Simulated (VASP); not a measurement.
# SnO2 (Pm) in VASP: a series of runs, part 2 of 2

VASP 6.6.1. Earlier steps stand in the parts before.

## (3) Single point, LDA (atom 3 (O) moved by (+0.150, +0.000) A along [1 1 0] and z)

Contents of INCAR:

```
SYSTEM = SnO2
ALGO     = Normal         ! electronic algorithm
EDIFF    = 1E-6           ! SCF threshold, eV
ENCUT    = 520            ! plane-wave cutoff, eV
GGA      = CA             ! functional
ISIF     = 2              ! what is computed and relaxed
ISMEAR   = 0              ! smearing method
LASPH    = .TRUE.         ! aspherical terms in the spheres
LCHARG   = .FALSE.        ! write CHGCAR
LREAL    = .FALSE.        ! projectors in reciprocal space
LWAVE    = .FALSE.        ! write WAVECAR
NBANDS   = 35             ! bands
NELM     = 100            ! most SCF steps
PREC     = Accurate       ! precision mode
SIGMA    = 0.05           ! smearing width, eV
```

Contents of KPOINTS:

```
k-points
0
G
  6 6 8
  0 0 0
```

Contents of POSCAR:

```
SnO2
1.0
    4.7212714761      0.0000000000      0.0000000000
    0.0000000000      4.7242464798      0.0000000000
    0.0000000000      0.0000000000      3.1900193999
Sn O
2 4
Direct
    0.5000000000      0.5000000000      0.5000000000
    0.0000000000      0.0000000000      0.0000000000
    0.3280325305      0.3290235340      0.0000000000
    0.8055669685      0.1934278808      0.5000000000
    0.1944330315      0.8065721192      0.5000000000
    0.6944330315      0.6934278808      0.0000000000
```

Potentials or basis: VASP PAW LDA potentials, release 64 (Sn_d, O).

The run is started by

```
> cat potpaw_LDA.64/Sn_d/POTCAR potpaw_LDA.64/O/POTCAR > POTCAR
> mpirun -np 1 vasp_std > vasp.out
```

OUTCAR:

```text
SYSTEM = SnO2
   EDIFF = 1E-6
   ENCUT = 520
   GGA = CA
   ISIF = 2
   ISMEAR = 0
   LASPH = .TRUE.
   LREAL = .FALSE.
   NELM = 100
   PREC = Accurate

 ion  position               nearest neighbor table
   1  0.500  0.500  0.500-   3 1.96   3 1.96   5 2.04   4 2.04   6 2.05   6 2.05   2 3.70   2 3.70
                             2 3.70   2 3.70   2 3.70   2 3.70   2 3.70   2 3.70
   2  0.000  0.000  0.000-   6 2.04   5 2.05   4 2.05   4 2.05   5 2.05   3 2.19   1 3.70   1 3.70
                             1 3.70   1 3.70   1 3.70   1 3.70   1 3.70   1 3.70
   3  0.328  0.329  0.000-   1 1.96   1 1.96   2 2.19
   4  0.806  0.193  0.500-   1 2.04   2 2.05   2 2.05
   5  0.194  0.807  0.500-   1 2.04   2 2.05   2 2.05
   6  0.694  0.693  0.000-   2 2.04   1 2.05   1 2.05

  LATTYP: Found a simple orthorhombic cell.
 ALAT       =     3.1900193999
 B/A-ratio  =     1.4800134056
 C/A-ratio  =     1.4809460030

  Lattice vectors:

 A1 = (   0.0000000000,   0.0000000000,   3.1900193999)
 A2 = (   4.7212714761,   0.0000000000,   0.0000000000)
 A3 = (   0.0000000000,   4.7242464798,   0.0000000000)

Analysis of symmetry for initial positions (statically):
=====================================================================
 Subroutine PRICEL returns:
 Original cell was already a primitive cell.

 Routine SETGRP: Setting up the symmetry group for a
 simple orthorhombic supercell.

 Subroutine GETGRP returns: Found  2 space group operations
 (whereof  2 operations were pure point group operations)
 out of a pool of  8 trial point group operations.

The static configuration has the point symmetry C_1h.

Analysis of symmetry for dynamics (positions and initial velocities):
=====================================================================
 Subroutine PRICEL returns:
 Original cell was already a primitive cell.

 Routine SETGRP: Setting up the symmetry group for a
 simple orthorhombic supercell.

 Subroutine GETGRP returns: Found  2 space group operations
[... 134 lines left out ...]
  Thomas-Fermi vector in A             =   2.589372
   LORBIT       =      0    0 simple, 1 ext, 2 COOP (PROOUT), +10 PAW based schemes
   GGA     = CA    functional components
   LHFCALC =     F    Hartree Fock is set to
   AEXX    =    0.0000 exact exchange contribution
   IVDW    =     0    specifies the selected vdW correction
   LEPSILON=     F    determine dielectric tensor
   LRPA    =     F    only Hartree local field effects (RPA)
 non-spin polarized calculation
 Gauss-broadening in eV      SIGMA  =   0.05
  energy-cutoff  :      520.00
  volume of cell :       71.15
 maximum number of plane-waves:      1944
 NGX is ok and might be reduce to    36
   NGX = 17   NGY = 17   NGZ = 11

 number of electron      51.9999987 magnetization

 Free energy of the ion-electron system (eV)
  ---------------------------------------------------
  ext. energy  EPLUGINS =         0.00000000
  ---------------------------------------------------
  free energy    TOTEN  =       -42.02108014 eV

  energy without entropy =      -42.02108014  energy(sigma->0) =      -42.02108014

 E-fermi :   6.1603     XC(G=0): -11.8182

 val. band max:        5.9286441560   @ k =   0.0000   0.0000   0.0000
 cond. band min:       7.2005521385   @ k =   0.0000   0.0000   0.0000
 fundamental gap:      1.2719079826
 Fermi energy:         6.1602693952

 k-point     1 :       0.0000    0.0000    0.0000
  band No.  band energies     occupation
      1     -15.1044      2.00000
      2     -14.4302      2.00000
      3     -14.0922      2.00000
      4     -14.0535      2.00000
      5     -13.9383      2.00000
      6     -13.9338      2.00000
[... 901 lines left out ...]
     34      18.2614      0.00000
     35      18.4382      0.00000

 [... further k-points ...]

------------------------ aborting loop because EDIFF is reached ----------------------------------------

  FORCE on cell =-STRESS in cart. coord.  units (eV):
  Direction    XX          YY          ZZ          XY          YZ          ZX
  --------------------------------------------------------------------------------------
  -------------------------------------------------------------------------------------
  Total        1.2703224      1.2444450      2.7073781      0.0960730      0.0000000      0.0000000
  in kB       28.6048512     28.0221490     60.9641673      2.1633504      0.0000000      0.0000000
  external PRESSURE =      39.1970558 kB  Pullay stress =       0.0000000 kB

 VOLUME and BASIS-vectors are now :
 -----------------------------------------------------------------------------
  energy-cutoff  :      520.00
  volume of cell :       71.15
      direct lattice vectors                 reciprocal lattice vectors
     4.721271476  0.000000000  0.000000000     0.211807350  0.000000000  0.000000000
     0.000000000  4.724246480  0.000000000     0.000000000  0.211673968  0.000000000
     0.000000000  0.000000000  3.190019400     0.000000000  0.000000000  0.313477717

 POSITION                                       TOTAL-FORCE (eV/Angst)
 -----------------------------------------------------------------------------------
      2.36064      2.36212      1.59501         1.087005      1.083165      0.000000
      0.00000      0.00000      0.00000         0.326193      0.325781      0.000000
      1.54873      1.55439      0.00000        -2.378192     -2.377727      0.000000
      3.80330      0.91380      1.59501         0.403028     -0.051103      0.000000
      0.91797      3.81045      1.59501        -0.054153      0.403871      0.000000
      3.27861      3.27592      0.00000         0.616118      0.616013      0.000000
 -----------------------------------------------------------------------------------
    total drift:                               -0.000275     -0.000391     -0.000001

  FREE ENERGIE OF THE ION-ELECTRON SYSTEM (eV)
  ---------------------------------------------------
  free  energy   TOTEN  =       -42.0210801427 eV

  energy  without entropy=      -42.0210801427  energy(sigma->0) =      -42.02108014
```

Wall time 4.3 min (1 thread of Intel Xeon 8259CL, shared host); peak memory 0.29 GiB.

Results:

* Free energy: -42.0211 eV
* Pressure: 3.9 GPa
* Largest force: 3.363 eV/Å
* Band gap on the k mesh: 1.27 eV

Forces in eV/Å, atoms in the order of the input:
```
Sn   1.087  1.083  0.000
Sn   0.326  0.326  0.000
O   -2.378 -2.378  0.000
O    0.403 -0.051  0.000
O   -0.054  0.404  0.000
O    0.616  0.616  0.000
```

Levels at points of the mesh, in eV from the valence-band top:
| k point | band 24 | band 25 | band 26 | band 27 | band 28 | band 29 |
| --- | --- | --- | --- | --- | --- | --- |
| (0.00, 0.00, 0.00) | -0.87 | -0.74 | 0.00 | 1.27 | 5.78 | 6.10 |
| (0.50, 0.00, 0.00) | -1.12 | -0.81 | -0.56 | 4.09 | 4.58 | 6.68 |
| (0.00, 0.50, 0.00) | -1.12 | -0.81 | -0.56 | 4.10 | 4.59 | 6.69 |
| (0.50, 0.50, 0.00) | -1.22 | -0.99 | -0.82 | 4.22 | 4.98 | 7.17 |
| (0.00, 0.00, 0.50) | -1.67 | -1.33 | -1.28 | 5.61 | 6.75 | 9.04 |
| (0.50, 0.00, 0.50) | -1.08 | -0.73 | -0.60 | 5.89 | 7.04 | 7.75 |
| (0.00, 0.50, 0.50) | -1.08 | -0.73 | -0.60 | 5.88 | 7.03 | 7.74 |
| (0.50, 0.50, 0.50) | -1.08 | -0.89 | -0.76 | 4.61 | 5.41 | 8.32 |

Caveat: the cell differs from its parent crystal (atom 3 (O) moved by (+0.150, +0.000) A along [1 1 0] and z); the cell stands under pressure; spin-orbit coupling is left out, which moves the levels of the heavy elements; forces of over 1 eV/Å act on the atoms, so gaps and moduli don't describe the material at rest.
